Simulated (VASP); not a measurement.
# NaI in VASP: a series of runs

The runs below take NaI through single point, relaxation of cell and atoms, with PBE.

Program: VASP 6.6.1. These are calculated values, not measurements. Logs are shortened: lines on timing, memory, paths and dates and some standing lists are left out, and cuts for length are marked.

## 1. The cell of the first run

It takes space group R-3m (No. 166, trigonal). Conventional cell: a = 4.585 Å, b = 4.585 Å, c = 11.355 Å, α = 90.00°, β = 90.00°, γ = 120.00°. Na (site symmetry -3m) has 6 I at 3.25 Å within 4.3 Å. Within 4.3 Å of I (site symmetry -3m) lie 6 Na at 3.25 Å.

## 2. Single point, PBE

INCAR reads:

```
SYSTEM = NaI
  PREC = Accurate
  ENCUT = 520
  EDIFF = 1E-7
  ISMEAR = 0
  SIGMA = 0.1
  LREAL = .FALSE.
  LASPH = .TRUE.
  NELM = 60
  ALGO = Normal
  ISIF = 2
  LWAVE = .FALSE.
  LCHARG = .FALSE.
  GGA = PE
  NBANDS = 14
```

KPOINTS reads:

```
Automatic mesh
0
G
  6 6 6
  0 0 0
```

POSCAR reads:

```
NaI
1.0
    2.2926043189      1.3236357207      3.7851111660
   -2.2926043189      1.3236357207      3.7851111660
    0.0000000000     -2.6472714413      3.7851111660
Na I
1 1
Direct
    0.5000000000      0.5000000000      0.5000000000
    0.0000000000      0.0000000000      0.0000000000
```

Potentials or basis: VASP PAW PBE potentials, release 64 (Na_pv, I).

Launch:

```sh
$ cat potpaw_PBE.64/Na_pv/POTCAR potpaw_PBE.64/I/POTCAR > POTCAR
$ mpirun -np 1 vasp_std > vasp.out
```

OUTCAR:

```text
SYSTEM = NaI
   PREC = Accurate
   ENCUT = 520
   EDIFF = 1E-7
   ISMEAR = 0
   LREAL = .FALSE.
   LASPH = .TRUE.
   NELM = 60
   ISIF = 2
   GGA = PE

 ion  position               nearest neighbor table
   1  0.500  0.500  0.500-
   2  0.000  0.000  0.000-

  LATTYP: Found a trigonal (rhomboedric) cell.
 ALAT       =     4.6189947633
 COS(alpha) =     0.5072878540

  Lattice vectors:

 A1 = (   2.2926043189,   1.3236357207,   3.7851111660)
 A2 = (  -2.2926043189,   1.3236357207,   3.7851111660)
 A3 = (   0.0000000000,  -2.6472714413,   3.7851111660)

Analysis of symmetry for initial positions (statically):
=====================================================================
 Subroutine PRICEL returns:
 Original cell was already a primitive cell.

 Routine SETGRP: Setting up the symmetry group for a
 trigonal (rhombohedral) supercell.

 Subroutine GETGRP returns: Found 12 space group operations
 (whereof 12 operations were pure point group operations)
 out of a pool of 12 trial point group operations.

The static configuration has the point symmetry D_3d.

Analysis of symmetry for dynamics (positions and initial velocities):
=====================================================================
 Subroutine PRICEL returns:
 Original cell was already a primitive cell.

 Routine SETGRP: Setting up the symmetry group for a
 trigonal (rhombohedral) supercell.

 Subroutine GETGRP returns: Found 12 space group operations
 (whereof 12 operations were pure point group operations)
 out of a pool of 12 trial point group operations.

The dynamic configuration has the point symmetry D_3d.

 Subroutine INISYM returns: Found 12 space group operations
 (whereof 12 operations are pure point group operations),
 and found     1 'primitive' translations

----------------------------------------------------------------------------------------

                                     Primitive cell

  volume of cell :      68.9172

  direct lattice vectors                    reciprocal lattice vectors
     2.292604319  1.323635721  3.785111166     0.218092584  0.125915812  0.088064344
    -2.292604319  1.323635721  3.785111166    -0.218092584  0.125915812  0.088064344
     0.000000000 -2.647271441  3.785111166     0.000000000 -0.251831624  0.088064344

  length of vectors
     4.618994763  4.618994763  4.618994763     0.266785486  0.266785486  0.266785486

  position of ions in fractional coordinates (direct lattice)
     0.500000000  0.500000000  0.500000000
     0.000000000  0.000000000  0.000000000

  ion indices of the primitive-cell ions
   primitive index   ion index
                 1           1
                 2           2

----------------------------------------------------------------------------------------

 KPOINTS: Automatic mesh

Automatic generation of k-mesh.
 Grid dimensions read from file:
 generate k-points for:    6    6    6

 Generating k-lattice:

  Cartesian coordinates                     Fractional coordinates (reciprocal lattice)
     0.036348764  0.020985969  0.014677391     0.166666667  0.000000000  0.000000000
    -0.036348764  0.020985969  0.014677391     0.000000000  0.166666667  0.000000000
     0.000000000 -0.041971937  0.014677391     0.000000000  0.000000000  0.166666667

  Length of vectors
     0.044464248  0.044464248  0.044464248

  Shift w.r.t. Gamma in fractional coordinates (k-lattice)
     0.000000000  0.000000000  0.000000000

 Subroutine IBZKPT returns following result:
 ===========================================

 Found     32 irreducible k-points:

 Following reciprocal coordinates:
            Coordinates               Weight
  0.000000  0.000000  0.000000      1.000000
  0.166667  0.000000  0.000000      6.000000
  0.333333  0.000000  0.000000      6.000000
  0.500000  0.000000  0.000000      3.000000
  0.166667  0.166667  0.000000      6.000000
  0.333333  0.166667  0.000000     12.000000
[... 16 lines left out ...]
  0.500000  0.500000  0.166667      6.000000
 -0.333333  0.500000  0.166667     12.000000
 [... further k-points ...]
   k-points           NKPTS =     32   k-points in BZ     NKDIM =     32   number of bands    NBANDS=     14
   number of dos      NEDOS =    301   number of ions     NIONS =      2
   total plane-waves  NPLWV =  46656
   dimension x,y,z NGX =    36 NGY =   36 NGZ =   36
   dimension x,y,z NGXF=    72 NGYF=   72 NGZF=   72
   ions per type =               1   1
   NGX,Y,Z   is equivalent  to a cutoff of  12.96, 12.96, 12.96 a.u.
   NGXF,Y,Z  is equivalent  to a cutoff of  25.91, 25.91, 25.91 a.u.
 SYSTEM =  NaI
   PREC   = accura    normal or accurate (medium, high low for compatibility)
   ISTART =      0    job   : 0-new  1-cont  2-samecut
   ICHARG =      2    charge: 1-file 2-atom 10-const
   ISPIN  =      1    spin polarized calculation?
   LNONCOLLINEAR =      F non collinear calculations
   LSORBIT =      F    spin-orbit coupling
   LASPH  =      T    aspherical Exc in radial PAW
   ENCUT  =  520.0 eV  38.22 Ry    6.18 a.u.   8.59  8.59  8.59*2*pi/ulx,y,z
   NELM   =     60;   NELMIN=  2; NELMDL= -5     # of ELM steps
   EDIFF  = 0.1E-06   stopping-criterion for ELM
   LREAL  =      F    real-space projection
   EDIFFG = 0.1E-05   stopping-criterion for IOM
   NSW    =      0    number of steps for IOM
   IBRION =     -1    ionic relax: 0-MD 1-quasi-New 2-CG
   NFREE  =      0    steps in history (QN), initial steepest desc. (CG)
   ISIF   =      2    stress and relaxation
   ISYM   =      2    0-nonsym 1-usesym 2-fastsym
   POTIM  = 0.5000    time-step for ionic-motion
   TEBEG  =    0.0;   TEEND  =   0.0 temperature during run
   PSTRESS=    0.0 pullay stress
   NELECT =      14.0000    total number of electrons
   NUPDOWN=      -1.0000    fix difference up-down
   EMIN   =  10.00;   EMAX   =-10.00  energy-range for DOS
   EFERMI =   0.00;   METHOD = LEGACY
   ISMEAR =     0;   SIGMA  =   0.10  broadening in eV -4-tet -1-fermi 0-gaus
   EFERMI_NEDOS =   21; number of points for ismear=-14 and -15
   IALGO  =     38    algorithm
   IMIX   =      4    mixing-type and parameters
     AMIX     =   0.40;   BMIX     =  1.00
     AMIX_MAG =   1.60;   BMIX_MAG =  1.00
  volume/ion in A,a.u.               =      34.46       232.54
  Fermi-wavevector in a.u.,A,eV,Ry     =   0.962369  1.818614 12.601095  0.926154
  Thomas-Fermi vector in A             =   2.091822
   LORBIT       =      0    0 simple, 1 ext, 2 COOP (PROOUT), +10 PAW based schemes
   GGA     = PE    functional components
   LHFCALC =     F    Hartree Fock is set to
   AEXX    =    0.0000 exact exchange contribution
   IVDW    =     0    specifies the selected vdW correction
   LEPSILON=     F    determine dielectric tensor
   LRPA    =     F    only Hartree local field effects (RPA)
 non-spin polarized calculation
 Gauss-broadening in eV      SIGMA  =   0.10
  energy-cutoff  :      520.00
  volume of cell :       68.92
 maximum number of plane-waves:      1883
 NGX is ok and might be reduce to    36

 number of electron      13.9999993 magnetization

 Free energy of the ion-electron system (eV)
  ---------------------------------------------------
  ext. energy  EPLUGINS =         0.00000000
  ---------------------------------------------------
  free energy    TOTEN  =        -5.38679850 eV

  energy without entropy =       -5.38679850  energy(sigma->0) =       -5.38679850

 E-fermi :   1.1927     XC(G=0):  -7.6388

 val. band max:        0.7103829018   @ k =   0.0000   0.0000   0.0000
 cond. band min:       4.2914904872   @ k =   0.0000   0.0000   0.0000
 fundamental gap:      3.5811075854
 Fermi energy:         1.1927059014

 k-point     1 :       0.0000    0.0000    0.0000
  band No.  band energies     occupation
      1     -21.7655      2.00000
      2     -21.7655      2.00000
      3     -21.7644      2.00000
      4     -10.2817      2.00000
      5       0.6631      2.00000
      6       0.7104      2.00000
      7       0.7104      2.00000
      8       4.2915      0.00000
      9       8.5431      0.00000
     10       8.6642      0.00000
     11       8.6642      0.00000
     12      10.4155      0.00000
     13      10.4155      0.00000
     14      11.1173      0.00000

 k-point     2 :       0.1667    0.0000    0.0000
  band No.  band energies     occupation
      1     -21.7667      2.00000
      2     -21.7656      2.00000
      3     -21.7645      2.00000
      4     -10.2105      2.00000
      5      -0.0112      2.00000
      6       0.5973      2.00000
      7       0.6349      2.00000
      8       5.0933      0.00000
      9       8.1493      0.00000
     10       8.7470      0.00000
     11       8.8424      0.00000
     12       9.8720      0.00000
     13       9.9240      0.00000
     14      11.4389      0.00000

 k-point     3 :       0.3333    0.0000    0.0000
  band No.  band energies     occupation
      1     -21.7691      2.00000
      2     -21.7658      2.00000
      3     -21.7647      2.00000
      4     -10.0600      2.00000
      5      -1.0165      2.00000
      6       0.4642      2.00000
      7       0.4938      2.00000
      8       5.7693      0.00000
      9       8.3299      0.00000
     10       8.4005      0.00000
     11       8.6226      0.00000
     12      10.7762      0.00000
     13      10.8835      0.00000
     14      10.9949      0.00000
[... 324 lines left out ...]
 k-point    23 :       0.5000    0.5000    0.1667
  band No.  band energies     occupation
      1     -21.7683      2.00000
      2     -21.7667      2.00000
      3     -21.7667      2.00000
      4      -9.9309      2.00000
      5      -1.0251      2.00000
      6      -0.2580      2.00000
      7       0.0981      2.00000
      8       5.7273      0.00000
      9       6.8593      0.00000
     10       9.2422      0.00000
     11      10.2307      0.00000
     12      11.3467      0.00000
     13      13.0809      0.00000
     14      13.7452      0.00000

 k-point    24 :      -0.3333    0.5000    0.1667
  band No.  band energies     occupation
      1     -21.7685      2.00000
      2     -21.7674      2.00000
      3     -21.7663      2.00000
      4      -9.9035      2.00000
      5      -0.9259      2.00000
      6      -0.3768      2.00000
      7      -0.1652      2.00000
      8       6.0196      0.00000
      9       7.2000      0.00000
     10       9.1817      0.00000
     11       9.2898      0.00000
     12      12.2050      0.00000
     13      13.0660      0.00000
     14      13.2193      0.00000

 [... further k-points ...]
[... 5 lines left out ...]
  --------------------------------------------------------------------------------------
  -------------------------------------------------------------------------------------
  Total        0.0910386      0.0910386      0.0235194      0.0000000      0.0000000      0.0000000
  in kB        2.1164524      2.1164524      0.5467770      0.0000000      0.0000000      0.0000000
  external PRESSURE =       1.5932272 kB  Pullay stress =       0.0000000 kB

 VOLUME and BASIS-vectors are now :
 -----------------------------------------------------------------------------
  energy-cutoff  :      520.00
  volume of cell :       68.92
      direct lattice vectors                 reciprocal lattice vectors
     2.292604319  1.323635721  3.785111166     0.218092584  0.125915812  0.088064344
    -2.292604319  1.323635721  3.785111166    -0.218092584  0.125915812  0.088064344
     0.000000000 -2.647271441  3.785111166     0.000000000 -0.251831624  0.088064344

 POSITION                                       TOTAL-FORCE (eV/Angst)
 -----------------------------------------------------------------------------------
      0.00000      0.00000      5.67767         0.000000     -0.000000     -0.000000
      0.00000      0.00000      0.00000        -0.000000      0.000000      0.000000
 -----------------------------------------------------------------------------------
    total drift:                                0.000000     -0.000000      0.000000

  FREE ENERGIE OF THE ION-ELECTRON SYSTEM (eV)
  ---------------------------------------------------
  free  energy   TOTEN  =        -5.3867984956 eV

  energy  without entropy=       -5.3867984956  energy(sigma->0) =       -5.38679850
```

Run time: 38 s. Hardware: 1 thread of Intel Xeon Platinum 8259CL at 2.50GHz (Skylake/Cascade Lake), shared host; peak memory 0.21 GiB.

Results:

- Free energy: -5.3868 eV
- Pressure: 0.2 GPa
- Band gap on the k mesh: 3.58 eV, direct

Caveat: spin-orbit coupling is left out, which moves the levels of the heavy elements.

## 3. Single point, PBE

This run uses another cell than the first one: it holds 4 atoms, not 2.

INCAR reads:

```
SYSTEM = NaI
ALGO     = Normal         ! electronic algorithm
EDIFF    = 1E-7           ! SCF threshold, eV
ENCUT    = 520            ! plane-wave cutoff, eV
GGA      = PE             ! functional
ISIF     = 2              ! what is computed and relaxed
ISMEAR   = 0              ! smearing method
LASPH    = .True.         ! aspherical terms in the spheres
LCHARG   = .False.        ! write CHGCAR
LREAL    = .False.        ! projectors in reciprocal space
LWAVE    = .False.        ! write WAVECAR
NBANDS   = 22             ! bands
NELM     = 100            ! most SCF steps
PREC     = Accurate       ! precision mode
SIGMA    = 0.1            ! smearing width, eV
```

KPOINTS reads:

```
k-points
0
Gamma
  4 4 4
  0 0 0
```

POSCAR reads:

```
NaI
1.0
   -3.2646422433      0.0000000000     -3.2646422433
   -3.2646422433     -3.2646422433      0.0000000000
   -6.5292844866      3.2646422433      3.2646422433
Na I
2 2
Direct
    0.2500000000      0.2500000000      0.2500000000
    0.7500000000      0.7500000000      0.7500000000
    1.0000000000      1.0000000000      0.0000000000
    0.5000000000      0.5000000000      0.5000000000
```

Potentials or basis: VASP PAW PBE potentials, release 64 (Na_pv, I).

Launch:

```sh
$ cat potpaw_PBE.64/Na_pv/POTCAR potpaw_PBE.64/I/POTCAR > POTCAR
$ mpirun -np 1 vasp_std > vasp.out
```

Run time: 56 s. Hardware: 1 thread of AMD EPYC 7R43 (Zen 3), shared host; peak memory 0.22 GiB.

It converged, with:

| Quantity | Value |
| --- | --- |
| Free energy | -10.7701 eV |
| Pressure | 0.0 GPa |
| Band gap on the k mesh | 3.57 eV |

Levels at points of the mesh, in eV from the valence-band top:
| k point | band 10 | band 11 | band 12 | band 13 | band 14 | band 15 | band 16 | band 17 | band 18 | band 19 |
| --- | --- | --- | --- | --- | --- | --- | --- | --- | --- | --- |
| (0.00, 0.00, 0.00) | -0.27 | -0.27 | 0.00 | 0.00 | 0.00 | 3.57 | 5.09 | 7.42 | 7.42 | 7.93 |
| (0.50, 0.00, 0.00) | -1.73 | -0.88 | -0.88 | -0.50 | -0.50 | 5.45 | 5.45 | 6.66 | 6.66 | 7.78 |
| (0.50, 0.50, 0.00) | -1.82 | -0.71 | -0.71 | -0.27 | -0.27 | 4.47 | 5.08 | 5.60 | 7.42 | 7.42 |
| (0.00, 0.00, 0.50) | -1.24 | -0.14 | -0.14 | -0.14 | -0.14 | 4.86 | 4.86 | 7.45 | 7.45 | 7.94 |

Caveat: spin-orbit coupling is left out, which moves the levels of the heavy elements.

## 4. Relaxation of cell and atoms, PBE

INCAR reads:

```
SYSTEM = NaI
PREC     = Accurate       ! precision mode
ENCUT    = 600            ! plane-wave cutoff, eV
EDIFF    = 1E-6           ! SCF threshold, eV
ISMEAR   = 0              ! smearing method
SIGMA    = 0.02           ! smearing width, eV
LREAL    = .False.        ! projectors in reciprocal space
LASPH    = .True.         ! aspherical terms in the spheres
NELM     = 100            ! most SCF steps
ALGO     = Normal         ! electronic algorithm
ISIF     = 3              ! what is computed and relaxed
LWAVE    = .False.        ! write WAVECAR
LCHARG   = .False.        ! write CHGCAR
GGA      = PE             ! functional
IBRION   = 2              ! ionic algorithm
NSW      = 100            ! ionic steps
EDIFFG   = -0.01          ! ionic threshold
```

KPOINTS reads:

```
Automatic mesh
0
Gamma
  6 6 6
  0 0 0
```

POSCAR reads:

```
NaI
1.0
    0.0000000000      3.2541992439      3.2541992439
    3.2541992439      0.0000000000      3.2541992439
    3.2541992439      3.2541992439      0.0000000000
Na I
1 1
Direct
    0.5000000000      0.5000000000      0.5000000000
    0.0000000000      0.0000000000      0.0000000000
```

Launch:

```sh
$ cat potpaw_PBE.64/Na_pv/POTCAR potpaw_PBE.64/I/POTCAR > POTCAR
$ mpirun -np 1 vasp_std > vasp.out
```

Run time: 52 s. Hardware: 1 thread of AMD EPYC 7R43 (Zen 3), shared host; peak memory 0.2 GiB.

Results (log left out):

* Free energy: -5.3874 eV
* Relaxed volume: 34.79 Å³/atom
* Relaxed cell: a = 4.617 Å, b = 4.617 Å, c = 4.617 Å, α = 60.00°, β = 60.00°, γ = 60.00°
* Space group after relaxing (to 0.05 Å): Fm-3m (No. 225)
* Energy gained by relaxing: 0.2 meV/atom
* Ionic steps: 3
* Pressure after relaxing: 0.0 GPa
* Band gap on the k mesh: 3.57 eV, direct

Step by step:
```csv
step,energy change (eV),largest force (eV/Å),pressure (GPa),volume (Å³)
1,0.0000,0.0000,0.17,68.92
2,-0.0003,0.0000,0.07,69.30
3,-0.0004,0.0000,0.01,69.58
```

Final structure:
```
Na I
1.0
     0.00000    3.26447    3.26447
     3.26447    0.00000    3.26447
     3.26447    3.26447    0.00000
Na I
1 1
Direct
  0.50000 0.50000 0.50000
  0.00000 0.00000 0.00000
```

Levels at points of the mesh, in eV from the valence-band top:
| k point | band 3 | band 4 | band 5 | band 6 | band 7 | band 8 | band 9 | band 10 | band 11 |
| --- | --- | --- | --- | --- | --- | --- | --- | --- | --- |
| (0.00, 0.00, 0.00) | -22.47 | -10.95 | 0.00 | 0.00 | 0.00 | 3.57 | 7.93 | 7.93 | 7.93 |
| (0.50, 0.00, 0.00) | -22.47 | -10.66 | -2.09 | -0.27 | -0.27 | 5.09 | 7.42 | 7.42 | 8.54 |
| (0.50, 0.50, 0.00) | -22.47 | -10.59 | -1.82 | -0.71 | -0.71 | 4.47 | 5.60 | 9.71 | 11.15 |

Caveat: spin-orbit coupling is left out, which moves the levels of the heavy elements.

## 5. The runs side by side

```csv
task,cell,k mesh,cutoff (eV),smearing,gap on the mesh (eV),pressure (GPa)
single point,"a = 4.619 Å, angles 59.5°, 2 atoms",6 × 6 × 6,520,gaussian 0.1 eV,3.58,0.2
single point,"a = 4.617, b = 4.617, c = 7.997 Å, angles 73.2, 73.2, 60.0°, 4 atoms",4 × 4 × 4,520,gaussian 0.1 eV,3.57,0.0
relaxation of cell and atoms,"relaxed from a = 4.602 Å, angles 60.0°, 2 atoms",6 × 6 × 6,600,gaussian 0.02 eV,3.57,0.0
```

Alike in all rows: level PBE; potentials or basis VASP PAW PBE potentials, release 64 (Na_pv, I); no spin polarisation.

Caveats: spin-orbit coupling is left out, which moves the levels of the heavy elements.

Absolute energies hang on the potentials; compare differences alone.
